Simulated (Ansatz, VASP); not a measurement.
**Cu in VASP and in Ansatz**

The input INCAR:

```
PREC = Accurate
ENCUT = 520
EDIFF = 1E-6
ISMEAR = 0
SIGMA = 0.15
LREAL = F
LASPH = T
NELM = 80
ALGO = Normal
ISIF = 2
LWAVE = F
LCHARG = F
GGA = PS
NBANDS = 12
```

KPOINTS

```
regular mesh
0
Gamma
  24 24 24
```

POSCAR

```
Cu
1.0
    0.0000000000      1.8075000000      1.8075000000
    1.8075000000      0.0000000000      1.8075000000
    1.8075000000      1.8075000000      0.0000000000
Cu
1
Direct
    0.0000000000      0.0000000000      0.0000000000
```

Input for Ansatz:

```yaml
crystal:
  lattice:
    - [0.0, 1.8075, 1.8075]
    - [1.8075, 0.0, 1.8075]
    - [1.8075, 1.8075, 0.0]
  atoms:
    - { symbol: Cu, position: [0.0, 0.0, 0.0] }
basis:
  ecutwfc: 420
kpoints:
  mp_grid: { grid: [24, 24, 24] }
hamiltonian:
  xc: pbesol
scf:
  occupations: { method: gaussian, width: 0.15 }
output:
  forces: true
  stress: true
  eigenvalues: true
```

Alike in both runs: task single point; functional PBEsol; k mesh 24 × 24 × 24; occupations gaussian, width 0.15 eV; no spin polarisation.

|  | VASP | Ansatz |
| --- | --- | --- |
| version | VASP 6.6.1 | Ansatz 0.2.0 |
| potentials or method | VASP PAW PBE potentials, release 64 (Cu), cutoff 520 eV | scalar-relativistic, plane waves, PAW |
| valence electrons in the cell | 11 | 19 |

VASP gave:

```
gap on the k mesh at the Fermi level (eV) : none
pressure (GPa)                            : -5.8
```

Task: Which values does Ansatz return?

Result: gap on the k mesh at the Fermi level (eV): none; pressure (GPa): -6.5.

VASP's potentials were made for PBE, not for PBEsol. A gap of «none» marks a metal or a gap that the smearing closes. With one functional, cell and mesh, what is left measures potentials, basis and numerics. VASP's potentials hold 11 valence electrons a cell and Ansatz's 19, so a difference there can come from the potentials and not from the codes.
